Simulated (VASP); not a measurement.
# Si3Ni4 (P1) in VASP: relaxation of cell and atoms with PBE

Aim: the relaxation of cell and atoms of Si3Ni4 with PBE.

Program: VASP 6.6.1. These are calculated values, not measurements. Logs are shortened: lines on timing, memory, paths and dates and some standing lists are left out, and cuts for length are marked.

### Step 1. The cell of the first run

The typed cell holds 14 atoms: a = 6.111 Å, b = 6.491 Å, c = 6.491 Å, α = 60.26°, β = 61.92°, γ = 61.92°.

### Step 2. Relaxation of cell and atoms, PBE

The input, INCAR:

```
SYSTEM = Si3Ni4
PREC = Accurate
ENCUT = 600
EDIFF = 1E-6
ISMEAR = 0
SIGMA = 0.1
LREAL = .FALSE.
LASPH = .TRUE.
NELM = 100
ALGO = Normal
ISIF = 3
LWAVE = .FALSE.
LCHARG = .FALSE.
GGA = PE
IBRION = 2
NSW = 70
EDIFFG = -0.04
ISYM = 0
```

The input, KPOINTS:

```
regular mesh
0
G
  3 3 3
  0 0 0
```

The input, POSCAR:

```
Si3Ni4
1.0
   -6.1105671079      0.0000000000      0.0000000000
   -3.0552835540      3.2583147315     -4.7093899747
   -3.0552835540     -3.2583147315     -4.7093899747
Si Ni
6 8
Direct
    0.6704730536      0.3223527577      0.8288944441
    0.1708323100      0.3298297016      0.8288693931
    0.6713299474      0.8303080800      0.3244203531
    0.1752291733      0.8311804588      0.3237295627
    0.0813009009      0.4182994893      0.4180859000
    0.5777725763      0.9243853523      0.9212013244
    0.4205408824      0.5858826711      0.0753432083
    0.9251577201      0.5792029538      0.0700786656
    0.4210396452      0.0740792666      0.5795478967
    0.9169410888      0.0773696830      0.5835070839
    0.8307407187      0.6769999061      0.6708625444
    0.3254443311      0.6724830919      0.6739891247
    0.8309000812      0.1680272484      0.1713876421
    0.3260587152      0.1712411179      0.1713076544
```

Potentials or basis: VASP PAW PBE potentials, release 64 (Si, Ni).

Started as:

```sh
> cat potpaw_PBE.64/Si/POTCAR potpaw_PBE.64/Ni/POTCAR > POTCAR
> mpirun -np 1 vasp_std > vasp.out
```

OUTCAR:

```text
SYSTEM = Si3Ni4
   PREC = Accurate
   ENCUT = 600
   EDIFF = 1E-6
   ISMEAR = 0
   LREAL = .FALSE.
   LASPH = .TRUE.
   NELM = 100
   ISIF = 3
   GGA = PE
   IBRION = 2
   NSW = 70
   EDIFFG = -0.04
   ISYM = 0

 ion  position               nearest neighbor table
   1  0.670  0.322  0.829-  10 2.31  14 2.39   7 2.40  13 2.41  12 2.42  11 2.48   6 2.62   5 2.71
                             2 3.03   2 3.08
   2  0.171  0.330  0.829-   8 2.31   9 2.38  14 2.39  12 2.39  13 2.40  11 2.40   6 2.67   5 2.70
                             1 3.03   1 3.08
   3  0.671  0.830  0.324-   9 2.35   8 2.38  13 2.38  14 2.39  12 2.43  11 2.43   6 2.65   5 2.70
                             4 3.03   4 3.08
   4  0.175  0.831  0.324-   7 2.32  14 2.36  13 2.38  10 2.38  11 2.41  12 2.41   6 2.65   5 2.72
                             3 3.03   3 3.08
   5  0.081  0.418  0.418-  14 2.33   9 2.40  10 2.40  11 2.41   7 2.41   8 2.42   2 2.70   3 2.70
                             1 2.71   4 2.72
   6  0.578  0.924  0.921-  14 2.34  11 2.34  10 2.36   7 2.38   9 2.40   8 2.40   1 2.62   4 2.65
                             3 2.65   2 2.67
   7  0.421  0.586  0.075-   4 2.32   6 2.38   1 2.40   5 2.41  12 2.67  11 2.68  13 2.72  14 2.73
                             8 3.05   8 3.06
   8  0.925  0.579  0.070-   2 2.31   3 2.38   6 2.40   5 2.42  11 2.62  12 2.62  14 2.67  13 2.69
                             7 3.05   7 3.06
   9  0.421  0.074  0.580-   3 2.35   2 2.38   5 2.40   6 2.40  12 2.65  11 2.66  14 2.68  13 2.69
                            10 3.05  10 3.06
  10  0.917  0.077  0.584-   1 2.31   6 2.36   4 2.38   5 2.40  11 2.63  12 2.67  13 2.69  14 2.70
                             9 3.05   9 3.06
  11  0.831  0.677  0.671-   6 2.34   2 2.40   4 2.41   5 2.41   3 2.43   1 2.48   8 2.62  10 2.63
                             9 2.66   7 2.68  12 3.02
  12  0.325  0.672  0.674-   2 2.39   4 2.41   1 2.42   3 2.43   8 2.62   9 2.65   7 2.67  10 2.67
                            11 3.02
  13  0.831  0.168  0.171-   4 2.38   3 2.38   2 2.40   1 2.41   8 2.69  10 2.69   9 2.69   7 2.72
                            14 3.04  14 3.08
  14  0.326  0.171  0.171-   5 2.33   6 2.34   4 2.36   2 2.39   1 2.39   3 2.39   8 2.67   9 2.68
                            10 2.70   7 2.73  13 3.04  13 3.08

IMPORTANT INFORMATION: All symmetrisations will be switched off!
NOSYMM: (Re-)initialisation of all symmetry stuff for point group C_1.

----------------------------------------------------------------------------------------

                                     Primitive cell

  volume of cell :     187.5293

  direct lattice vectors                    reciprocal lattice vectors
    -6.110567108  0.000000000  0.000000000    -0.163650932  0.000000000  0.106170863
    -3.055283554  3.258314732 -4.709389975     0.000000000  0.153453561 -0.106170863
    -3.055283554 -3.258314732 -4.709389975     0.000000000 -0.153453561 -0.106170863

  length of vectors
     6.110567108  6.490741592  6.490741592     0.195074036  0.186601843  0.186601843

  position of ions in fractional coordinates (direct lattice)
     0.670473054  0.322352758  0.828894444
     0.170832310  0.329829702  0.828869393
     0.671329947  0.830308080  0.324420353
     0.175229173  0.831180459  0.323729563
     0.081300901  0.418299489  0.418085900
     0.577772576  0.924385352  0.921201324
     0.420540882  0.585882671  0.075343208
     0.925157720  0.579202954  0.070078666
     0.421039645  0.074079267  0.579547897
     0.916941089  0.077369683  0.583507084
     0.830740719  0.676999906  0.670862544
     0.325444331  0.672483092  0.673989125
     0.830900081  0.168027248  0.171387642
     0.326058715  0.171241118  0.171307654

  ion indices of the primitive-cell ions
   primitive index   ion index
                 1           1
                 2           2
                 3           3
                 4           4
                 5           5
                 6           6
                 7           7
                 8           8
                 9           9
                10          10
                11          11
                12          12
                13          13
                14          14

----------------------------------------------------------------------------------------

 KPOINTS: regular mesh

Automatic generation of k-mesh.
 Grid dimensions read from file:
 generate k-points for:    3    3    3

 Generating k-lattice:

  Cartesian coordinates                     Fractional coordinates (reciprocal lattice)
    -0.054550311  0.000000000  0.035390288     0.333333333 -0.000000000 -0.000000000
     0.000000000  0.051151187 -0.035390288     0.000000000  0.333333333  0.000000000
     0.000000000 -0.051151187 -0.035390288     0.000000000  0.000000000  0.333333333

  Length of vectors
     0.065024679  0.062200614  0.062200614

  Shift w.r.t. Gamma in fractional coordinates (k-lattice)
     0.000000000  0.000000000  0.000000000

 Subroutine IBZKPT returns following result:
 ===========================================

 Found     14 irreducible k-points:

 Following reciprocal coordinates:
            Coordinates               Weight
  0.000000  0.000000  0.000000      1.000000
  0.333333  0.000000  0.000000      2.000000
  0.333333  0.333333  0.333333      2.000000
  0.000000  0.333333 -0.000000      2.000000
  0.000000  0.000000 -0.333333      2.000000
  0.333333  0.333333  0.000000      2.000000
  0.333333  0.000000  0.333333      2.000000
 -0.333333  0.333333 -0.000000      2.000000
 -0.333333  0.333333 -0.333333      2.000000
  0.333333  0.000000 -0.333333      2.000000
  0.333333  0.333333 -0.333333      2.000000
  0.000000  0.333333  0.333333      2.000000
 -0.333333  0.333333  0.333333      2.000000
  0.000000 -0.333333  0.333333      2.000000
   k-points           NKPTS =     14   k-points in BZ     NKDIM =     14   number of bands    NBANDS=     62
   number of dos      NEDOS =    301   number of ions     NIONS =     14
   total plane-waves  NPLWV = 145800
   dimension x,y,z NGX =    50 NGY =   54 NGZ =   54
   dimension x,y,z NGXF=   100 NGYF=  108 NGZF=  108
   ions per type =               6   8
   NGX,Y,Z   is equivalent  to a cutoff of  13.60, 13.83, 13.83 a.u.
   NGXF,Y,Z  is equivalent  to a cutoff of  27.21, 27.66, 27.66 a.u.
 SYSTEM =  Si3Ni4
   PREC   = accura    normal or accurate (medium, high low for compatibility)
   ISTART =      0    job   : 0-new  1-cont  2-samecut
   ICHARG =      2    charge: 1-file 2-atom 10-const
   ISPIN  =      1    spin polarized calculation?
   LNONCOLLINEAR =      F non collinear calculations
   LSORBIT =      F    spin-orbit coupling
   LASPH  =      T    aspherical Exc in radial PAW
   ENCUT  =  600.0 eV  44.10 Ry    6.64 a.u.  12.20 12.96 12.96*2*pi/ulx,y,z
   NELM   =    100;   NELMIN=  2; NELMDL= -5     # of ELM steps
   EDIFF  = 0.1E-05   stopping-criterion for ELM
   LREAL  =      F    real-space projection
   EDIFFG = -.4E-01   stopping-criterion for IOM
   NSW    =     70    number of steps for IOM
   IBRION =      2    ionic relax: 0-MD 1-quasi-New 2-CG
   NFREE  =      1    steps in history (QN), initial steepest desc. (CG)
   ISIF   =      3    stress and relaxation
   ISYM   =      0    0-nonsym 1-usesym 2-fastsym
   POTIM  = 0.5000    time-step for ionic-motion
   TEBEG  =    0.0;   TEEND  =   0.0 temperature during run
   PSTRESS=    0.0 pullay stress
   NELECT =     104.0000    total number of electrons
   NUPDOWN=      -1.0000    fix difference up-down
   EMIN   =  10.00;   EMAX   =-10.00  energy-range for DOS
   EFERMI =   0.00;   METHOD = LEGACY
   ISMEAR =     0;   SIGMA  =   0.10  broadening in eV -4-tet -1-fermi 0-gaus
   EFERMI_NEDOS =   21; number of points for ismear=-14 and -15
   IALGO  =     38    algorithm
   IMIX   =      4    mixing-type and parameters
     AMIX     =   0.40;   BMIX     =  1.00
     AMIX_MAG =   1.60;   BMIX_MAG =  1.00
  volume/ion in A,a.u.               =      13.39        90.39
  Fermi-wavevector in a.u.,A,eV,Ry     =   1.345022  2.541724 24.614102  1.809085
  Thomas-Fermi vector in A             =   2.472969
   LORBIT       =      0    0 simple, 1 ext, 2 COOP (PROOUT), +10 PAW based schemes
   GGA     = PE    functional components
   LHFCALC =     F    Hartree Fock is set to
   AEXX    =    0.0000 exact exchange contribution
   IVDW    =     0    specifies the selected vdW correction
   LEPSILON=     F    determine dielectric tensor
   LRPA    =     F    only Hartree local field effects (RPA)
 conjugate gradient relaxation of ions
 non-spin polarized calculation
 Gauss-broadening in eV      SIGMA  =   0.10
  energy-cutoff  :      600.00
  volume of cell :      187.53
 maximum number of plane-waves:      6275
 NGX is ok and might be reduce to    50
   NGX = 25   NGY = 25   NGZ = 25

--------------------------------------- Ionic step        1  -------------------------------------------

 number of electron     104.0000006 magnetization

 Free energy of the ion-electron system (eV)
  ---------------------------------------------------
  ext. energy  EPLUGINS =         0.00000000
  ---------------------------------------------------
  free energy    TOTEN  =       -79.50457037 eV

  energy without entropy =      -79.45044599  energy(sigma->0) =      -79.47750818

------------------------ aborting loop because EDIFF is reached ----------------------------------------

  FORCE on cell =-STRESS in cart. coord.  units (eV):
  Direction    XX          YY          ZZ          XY          YZ          ZX
  --------------------------------------------------------------------------------------
  -------------------------------------------------------------------------------------
  Total      -11.5706475    -11.6286368     -3.0603034     -0.2744252     -0.1095112      0.0202710
  in kB      -98.8550918    -99.3505301    -26.1460366     -2.3445820     -0.9356207      0.1731876
  external PRESSURE =     -74.7838862 kB  Pullay stress =       0.0000000 kB
[... 125 lines left out ...]
  FREE ENERGIE OF THE ION-ELECTRON SYSTEM (eV)
  ---------------------------------------------------
  free  energy   TOTEN  =       -80.0173246296 eV

  energy  without entropy=      -79.9624298738  energy(sigma->0) =      -79.98987725

[... ionic steps 4 to 10 ...]

--------------------------------------- Ionic step       11  -------------------------------------------

 number of electron     104.0000000 magnetization

------------------------ aborting loop because EDIFF is reached ----------------------------------------

  FORCE on cell =-STRESS in cart. coord.  units (eV):
  Direction    XX          YY          ZZ          XY          YZ          ZX
  --------------------------------------------------------------------------------------
  -------------------------------------------------------------------------------------
  Total        0.1875647     -0.2656913     -0.2539642      0.0857012     -0.0203270      0.0269026
  in kB        1.7282562     -2.4481296     -2.3400738      0.7896666     -0.1872968      0.2478856
  external PRESSURE =      -1.0199824 kB  Pullay stress =       0.0000000 kB
[... 81 lines left out ...]
  energy  without entropy=      -80.2206178920  energy(sigma->0) =      -80.25117422

--------------------------------------- Ionic step       13  -------------------------------------------

 number of electron     104.0000003 magnetization

 Free energy of the ion-electron system (eV)
  ---------------------------------------------------
  ext. energy  EPLUGINS =         0.00000000
  ---------------------------------------------------
  free energy    TOTEN  =       -80.28288751 eV

  energy without entropy =      -80.22183775  energy(sigma->0) =      -80.25236263

 E-fermi :   9.3432     XC(G=0): -12.0667

 val. band max:        9.3241877738   @ k =  -0.3333   0.3333  -0.3333
 cond. band min:       9.3812992786   @ k =  -0.3333   0.3333  -0.0000
 fundamental gap:      0.0571115048
 Fermi energy:         9.3431771377

 k-point     1 :       0.0000    0.0000    0.0000
  band No.  band energies     occupation
      1      -3.2467      2.00000
      2       0.0984      2.00000
      3       0.5101      2.00000
      4       1.0603      2.00000
      5       1.7765      2.00000
      6       2.4948      2.00000
[... 940 lines left out ...]
  FREE ENERGIE OF THE ION-ELECTRON SYSTEM (eV)
  ---------------------------------------------------
  free  energy   TOTEN  =       -80.2828875056 eV

  energy  without entropy=      -80.2218377529  energy(sigma->0) =      -80.25236263

 reached required accuracy - stopping structural energy minimisation
```

It took 30 min on 1 thread of Intel Xeon 6975P-C (Granite Rapids), shared host; peak memory 0.47 GiB.

Results:

```yaml
Free_energy: -80.2829 eV
Relaxed_volume: 12.42 Å³/atom
Relaxed_cell: a = 5.826 Å, b = 6.444 Å, c = 6.442 Å, α = 57.01°, β = 63.11°, γ = 63.09°
Space_group_after_relaxing_to_0.05_Å: Cmm2 (No. 35)
Energy_gained_by_relaxing: 55.6 meV/atom
Ionic_steps: 13
Pressure_after_relaxing: -0.1 GPa
Largest_force_after_relaxing: 0.038 eV/Å
Band_gap_on_the_k_mesh: zero (band 52 reaches 9.54 eV, above the bottom of band 53 at 9.12 eV)
```

Forces in eV/Å, atoms in the order of the input:
```
Si   0.004 -0.015 -0.001
Si   0.006 -0.012  0.002
Si   0.009  0.003  0.001
Si  -0.008  0.018 -0.007
Si   0.000  0.002 -0.003
Si  -0.007  0.008 -0.021
Ni   0.012  0.030  0.001
Ni  -0.010  0.016  0.013
Ni   0.026 -0.023  0.013
Ni  -0.026 -0.026  0.009
Ni  -0.003  0.008 -0.029
Ni  -0.005 -0.010  0.029
Ni   0.011 -0.005  0.014
Ni  -0.009  0.004 -0.023
```

Step by step:
```csv
step,energy change (eV),largest force (eV/Å),pressure (GPa),volume (Å³)
1,0.0000,0.8255,-7.48,187.53
2,-0.5006,0.7783,4.90,171.01
3,-0.5128,0.7613,2.99,173.02
4,-0.7457,0.2798,1.23,172.84
5,-0.7558,0.3067,0.98,172.76
6,-0.7696,0.1275,-0.85,174.71
7,-0.7699,0.1504,-0.67,174.46
8,-0.7747,0.0735,0.06,173.73
9,-0.7747,0.0738,0.11,173.72
10,-0.7763,0.0492,0.07,173.77
11,-0.7769,0.0758,-0.10,173.88
12,-0.7772,0.0494,0.01,173.85
13,-0.7783,0.0378,-0.06,173.91
```

Final structure:
```
Si Ni
1.0
    -5.82598    0.00129   -0.00113
    -2.91454    3.07573   -4.85523
    -2.91318   -3.07366   -4.85434
Si Ni
6 8
Direct
  0.67947 0.32209 0.82029
  0.17770 0.32119 0.82079
  0.67789 0.82145 0.32050
  0.17995 0.82122 0.31987
  0.08074 0.42081 0.41793
  0.58044 0.92070 0.91823
  0.41750 0.58367 0.07712
  0.92056 0.58359 0.07813
  0.41511 0.07834 0.58341
  0.92154 0.07996 0.58233
  0.82756 0.67479 0.67077
  0.31991 0.67907 0.67858
  0.81874 0.18051 0.18177
  0.32665 0.17424 0.17151
```

Levels at points of the mesh, in eV from the Fermi level:
```tsv
k point	band 49	band 50	band 51	band 52	band 53	band 54	band 55	band 56	band 57	band 58
(0.00, 0.00, 0.00)	-0.71	-0.60	-0.43	-0.32	-0.17	-0.06	0.41	1.97	2.84	2.87
```

Caveat: the k points lie up to 0.42 Å⁻¹ apart in the final cell. Spin polarisation is off, so any magnetic state and its effect on volume and gap are missing.
